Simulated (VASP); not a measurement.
# MoC3 (Pm-3m) in VASP: further runs

MoC3 is run at these levels: PBE; tasks: relaxation of cell and atoms, single point.

Program: VASP 6.6.1. These are calculated values, not measurements. Logs are shortened: lines on timing, memory, paths and dates and some standing lists are left out, and cuts for length are marked.

**1. The cell of the first run**

It takes space group Pm-3m (No. 221, cubic). The conventional cell has a = 3.320 Å, b = 3.320 Å, c = 3.320 Å, α = 90.00°, β = 90.00°, γ = 90.00°. Mo (site symmetry m-3m) has 12 C at 2.35 Å within 3.1 Å. Within 3.1 Å of C (site symmetry 4/mmm) lie 4 Mo at 2.35 Å and 8 C at 2.35 Å.

**2. Relaxation of cell and atoms, PBE**

Contents of INCAR:

```
SYSTEM = MoC3
PREC = Accurate ; ENCUT = 600
EDIFF = 1E-6 ; ISMEAR = 0
SIGMA = 0.1 ; LREAL = .False.
LASPH = .True. ; NELM = 60
ALGO = Normal ; ISIF = 3
LWAVE = .False. ; LCHARG = .False.
GGA = PE ; IBRION = 2
NSW = 90 ; EDIFFG = -0.04
```

Contents of KPOINTS:

```
regular mesh
0
Gamma
  6 6 6
  0 0 0
```

Contents of POSCAR:

```
MoC3
1.0
    3.3197915425      0.0000000000      0.0000000000
    0.0000000000      3.3197915425      0.0000000000
    0.0000000000      0.0000000000      3.3197915425
Mo C
1 3
Direct
    0.0000000000      0.0000000000      0.0000000000
    0.0000000000      0.5000000000      0.5000000000
    0.5000000000      0.0000000000      0.5000000000
    0.5000000000      0.5000000000      0.0000000000
```

Potentials or basis: VASP PAW PBE potentials, release 64 (Mo_sv, C).

On the command line:

```console
> cat potpaw_PBE.64/Mo_sv/POTCAR potpaw_PBE.64/C/POTCAR > POTCAR
> mpirun -np 1 vasp_std > vasp.out
```

OUTCAR:

```text
SYSTEM = MoC3
   PREC = Accurate
   ENCUT = 600
   EDIFF = 1E-6
   ISMEAR = 0
   LREAL = .False.
   LASPH = .True.
   NELM = 60
   ISIF = 3
   GGA = PE
   IBRION = 2
   NSW = 90
   EDIFFG = -0.04

 ion  position               nearest neighbor table
   1  0.000  0.000  0.000-   2 2.35   3 2.35   4 2.35   2 2.35   3 2.35   2 2.35   4 2.35   2 2.35
                             3 2.35   4 2.35   3 2.35   4 2.35
   2  0.000  0.500  0.500-   1 2.35   1 2.35   1 2.35   1 2.35
   3  0.500  0.000  0.500-   1 2.35   1 2.35   1 2.35   1 2.35
   4  0.500  0.500  0.000-   1 2.35   1 2.35   1 2.35   1 2.35

  LATTYP: Found a simple cubic cell.
 ALAT       =     3.3197915425

  Lattice vectors:

 A1 = (   3.3197915425,   0.0000000000,   0.0000000000)
 A2 = (   0.0000000000,   3.3197915425,   0.0000000000)
 A3 = (   0.0000000000,   0.0000000000,   3.3197915425)

Analysis of symmetry for initial positions (statically):
=====================================================================
 Subroutine PRICEL returns:
 Original cell was already a primitive cell.

 Routine SETGRP: Setting up the symmetry group for a
 simple cubic supercell.

 Subroutine GETGRP returns: Found 48 space group operations
 (whereof 48 operations were pure point group operations)
 out of a pool of 48 trial point group operations.

The static configuration has the point symmetry O_h .

Analysis of symmetry for dynamics (positions and initial velocities):
=====================================================================
 Subroutine PRICEL returns:
 Original cell was already a primitive cell.

 Routine SETGRP: Setting up the symmetry group for a
 simple cubic supercell.

 Subroutine GETGRP returns: Found 48 space group operations
 (whereof 48 operations were pure point group operations)
 out of a pool of 48 trial point group operations.

The dynamic configuration has the point symmetry O_h .

 Subroutine INISYM returns: Found 48 space group operations
 (whereof 48 operations are pure point group operations),
 and found     1 'primitive' translations

----------------------------------------------------------------------------------------

                                     Primitive cell

  volume of cell :      36.5875

  direct lattice vectors                    reciprocal lattice vectors
     3.319791542  0.000000000  0.000000000     0.301223733  0.000000000  0.000000000
     0.000000000  3.319791542  0.000000000     0.000000000  0.301223733  0.000000000
     0.000000000  0.000000000  3.319791542     0.000000000  0.000000000  0.301223733

  length of vectors
     3.319791542  3.319791542  3.319791542     0.301223733  0.301223733  0.301223733

  position of ions in fractional coordinates (direct lattice)
     0.000000000  0.000000000  0.000000000
     0.000000000  0.500000000  0.500000000
     0.500000000  0.000000000  0.500000000
     0.500000000  0.500000000  0.000000000

  ion indices of the primitive-cell ions
   primitive index   ion index
                 1           1
                 2           2
                 3           3
                 4           4

----------------------------------------------------------------------------------------

 KPOINTS: regular mesh

Automatic generation of k-mesh.
 Grid dimensions read from file:
 generate k-points for:    6    6    6

 Generating k-lattice:

  Cartesian coordinates                     Fractional coordinates (reciprocal lattice)
     0.050203955  0.000000000  0.000000000     0.166666667  0.000000000  0.000000000
     0.000000000  0.050203955  0.000000000     0.000000000  0.166666667  0.000000000
     0.000000000  0.000000000  0.050203955     0.000000000  0.000000000  0.166666667

  Length of vectors
     0.050203955  0.050203955  0.050203955

  Shift w.r.t. Gamma in fractional coordinates (k-lattice)
     0.000000000  0.000000000  0.000000000

 Subroutine IBZKPT returns following result:
 ===========================================

 Found     20 irreducible k-points:

 Following reciprocal coordinates:
            Coordinates               Weight
  0.000000  0.000000  0.000000      1.000000
  0.166667  0.000000  0.000000      6.000000
  0.333333  0.000000  0.000000      6.000000
  0.500000  0.000000  0.000000      3.000000
  0.166667  0.166667  0.000000     12.000000
  0.333333  0.166667  0.000000     24.000000
[... 12 lines left out ...]
  0.500000  0.500000  0.333333      6.000000
  0.500000  0.500000  0.500000      1.000000
   k-points           NKPTS =     20   k-points in BZ     NKDIM =     20   number of bands    NBANDS=     17
   number of dos      NEDOS =    301   number of ions     NIONS =      4
   total plane-waves  NPLWV =  21952
   dimension x,y,z NGX =    28 NGY =   28 NGZ =   28
   dimension x,y,z NGXF=    56 NGYF=   56 NGZF=   56
   ions per type =               1   3
   NGX,Y,Z   is equivalent  to a cutoff of  14.02, 14.02, 14.02 a.u.
   NGXF,Y,Z  is equivalent  to a cutoff of  28.04, 28.04, 28.04 a.u.
 SYSTEM =  MoC3
   PREC   = accura    normal or accurate (medium, high low for compatibility)
   ISTART =      0    job   : 0-new  1-cont  2-samecut
   ICHARG =      2    charge: 1-file 2-atom 10-const
   ISPIN  =      1    spin polarized calculation?
   LNONCOLLINEAR =      F non collinear calculations
   LSORBIT =      F    spin-orbit coupling
   LASPH  =      T    aspherical Exc in radial PAW
   ENCUT  =  600.0 eV  44.10 Ry    6.64 a.u.   6.63  6.63  6.63*2*pi/ulx,y,z
   NELM   =     60;   NELMIN=  2; NELMDL= -5     # of ELM steps
   EDIFF  = 0.1E-05   stopping-criterion for ELM
   LREAL  =      F    real-space projection
   EDIFFG = -.4E-01   stopping-criterion for IOM
   NSW    =     90    number of steps for IOM
   IBRION =      2    ionic relax: 0-MD 1-quasi-New 2-CG
   NFREE  =      1    steps in history (QN), initial steepest desc. (CG)
   ISIF   =      3    stress and relaxation
   ISYM   =      2    0-nonsym 1-usesym 2-fastsym
   POTIM  = 0.5000    time-step for ionic-motion
   TEBEG  =    0.0;   TEEND  =   0.0 temperature during run
   PSTRESS=    0.0 pullay stress
   NELECT =      26.0000    total number of electrons
   NUPDOWN=      -1.0000    fix difference up-down
   EMIN   =  10.00;   EMAX   =-10.00  energy-range for DOS
   EFERMI =   0.00;   METHOD = LEGACY
   ISMEAR =     0;   SIGMA  =   0.10  broadening in eV -4-tet -1-fermi 0-gaus
   EFERMI_NEDOS =   21; number of points for ismear=-14 and -15
   IALGO  =     38    algorithm
   IMIX   =      4    mixing-type and parameters
     AMIX     =   0.40;   BMIX     =  1.00
     AMIX_MAG =   1.60;   BMIX_MAG =  1.00
  volume/ion in A,a.u.               =       9.15        61.73
  Fermi-wavevector in a.u.,A,eV,Ry     =   1.460904  2.760709 29.038121  2.134242
  Thomas-Fermi vector in A             =   2.577299
   LORBIT       =      0    0 simple, 1 ext, 2 COOP (PROOUT), +10 PAW based schemes
   GGA     = PE    functional components
   LHFCALC =     F    Hartree Fock is set to
   AEXX    =    0.0000 exact exchange contribution
   IVDW    =     0    specifies the selected vdW correction
   LEPSILON=     F    determine dielectric tensor
   LRPA    =     F    only Hartree local field effects (RPA)
 conjugate gradient relaxation of ions
 non-spin polarized calculation
 Gauss-broadening in eV      SIGMA  =   0.10
  energy-cutoff  :      600.00
  volume of cell :       36.59
 maximum number of plane-waves:      1233
 NGX is ok and might be reduce to    28
   NGX = 13   NGY = 13   NGZ = 13

--------------------------------------- Ionic step        1  -------------------------------------------

 number of electron      26.0000001 magnetization

 Free energy of the ion-electron system (eV)
  ---------------------------------------------------
  ext. energy  EPLUGINS =         0.00000000
  ---------------------------------------------------
  free energy    TOTEN  =       -28.59858475 eV

  energy without entropy =      -28.58319295  energy(sigma->0) =      -28.59088885

 E-fermi :   9.9916     XC(G=0): -13.0452

 val. band max:        9.9526436474   @ k =   0.5000   0.5000   0.0000
 cond. band min:      10.0382855665   @ k =   0.5000   0.5000   0.1667
 fundamental gap:      0.0856419192
 Fermi energy:         9.9916463106

 k-point     1 :       0.0000    0.0000    0.0000
  band No.  band energies     occupation
      1     -52.0549      2.00000
      2     -26.0581      2.00000
      3     -26.0581      2.00000
      4     -26.0581      2.00000
      5      -5.9003      2.00000
      6       1.6866      2.00000
[... 9 lines left out ...]
     16      10.6423      0.00000
     17      10.9251      0.00000
[... 438 lines left out ...]
 POSITION                                       TOTAL-FORCE (eV/Angst)
 -----------------------------------------------------------------------------------
      0.00000      0.00000      0.00000         0.000000     -0.000000      0.000000
     -0.00000      1.58211      1.58211        -0.000000      0.000000      0.000000
      1.58211     -0.00000      1.58211         0.000000      0.000000      0.000000
      1.58211      1.58211     -0.00000        -0.000000      0.000000      0.000000
 -----------------------------------------------------------------------------------
    total drift:                               -0.000000      0.000000     -0.000000

  FREE ENERGIE OF THE ION-ELECTRON SYSTEM (eV)
  ---------------------------------------------------
  free  energy   TOTEN  =       -28.6283757117 eV

  energy  without entropy=      -28.6216212472  energy(sigma->0) =      -28.62499848

--------------------------------------- Ionic step        3  -------------------------------------------

 number of electron      25.9999998 magnetization

 Free energy of the ion-electron system (eV)
  ---------------------------------------------------
  ext. energy  EPLUGINS =         0.00000000
  ---------------------------------------------------
  free energy    TOTEN  =       -28.75495637 eV

  energy without entropy =      -28.74306734  energy(sigma->0) =      -28.74901186

 E-fermi :  11.1314     XC(G=0): -13.4546

 val. band max:       11.0935858681   @ k =   0.5000   0.3333   0.0000
 cond. band min:      11.1615266204   @ k =   0.5000   0.5000   0.0000
 fundamental gap:      0.0679407523
 Fermi energy:        11.1313535568

 k-point     1 :       0.0000    0.0000    0.0000
  band No.  band energies     occupation
      1     -50.9191      2.00000
      2     -24.9447      2.00000
      3     -24.9447      2.00000
      4     -24.9447      2.00000
      5      -5.5162      2.00000
      6       2.5102      2.00000
[... 9 lines left out ...]
     16      11.6994      0.00000
     17      12.4559      0.00000
[... 400 lines left out ...]
 POSITION                                       TOTAL-FORCE (eV/Angst)
 -----------------------------------------------------------------------------------
      0.00000      0.00000      0.00000         0.000000     -0.000000      0.000000
     -0.00000      1.61768      1.61768        -0.000000      0.000000      0.000000
      1.61768     -0.00000      1.61768         0.000000      0.000000      0.000000
      1.61768      1.61768     -0.00000        -0.000000     -0.000000      0.000000
 -----------------------------------------------------------------------------------
    total drift:                               -0.000000      0.000000     -0.000000

  FREE ENERGIE OF THE ION-ELECTRON SYSTEM (eV)
  ---------------------------------------------------
  free  energy   TOTEN  =       -28.7549563748 eV

  energy  without entropy=      -28.7430673390  energy(sigma->0) =      -28.74901186

 reached required accuracy - stopping structural energy minimisation
```

Wall time 54 s (1 thread of Intel Xeon Platinum 8259CL at 2.50GHz (Skylake/Cascade Lake), shared host); peak memory 0.16 GiB.

What came out:

- Free energy: -28.7550 eV
- Relaxed volume: 8.47 Å³/atom
- Relaxed cell: a = 3.235 Å, b = 3.235 Å, c = 3.235 Å, α = 90.00°, β = 90.00°, γ = 90.00°
- Space group after relaxing (to 0.05 Å): Pm-3m (No. 221)
- Energy gained by relaxing: 39.1 meV/atom
- Ionic steps: 3
- Pressure after relaxing: -0.2 GPa
- Band gap on the k mesh: zero (band 13 reaches 12.39 eV, above the bottom of band 14 at 10.57 eV)

The path:
```tsv
step	energy change (eV)	largest force (eV/Å)	pressure (GPa)	volume (Å³)
1	0.0000	0.0000	-17.02	36.59
2	-0.0298	0.0000	20.07	31.68
3	-0.1564	0.0000	-0.21	33.87
```

Final structure:
```
Mo C
1.0
     3.23535    0.00000    0.00000
     0.00000    3.23535    0.00000
     0.00000    0.00000    3.23535
Mo C
1 3
Cartesian
  0.0000 0.0000 0.0000
  0.0000 1.6177 1.6177
  1.6177 0.0000 1.6177
  1.6177 1.6177 0.0000
```

(Part 1 of 2 ends here.)
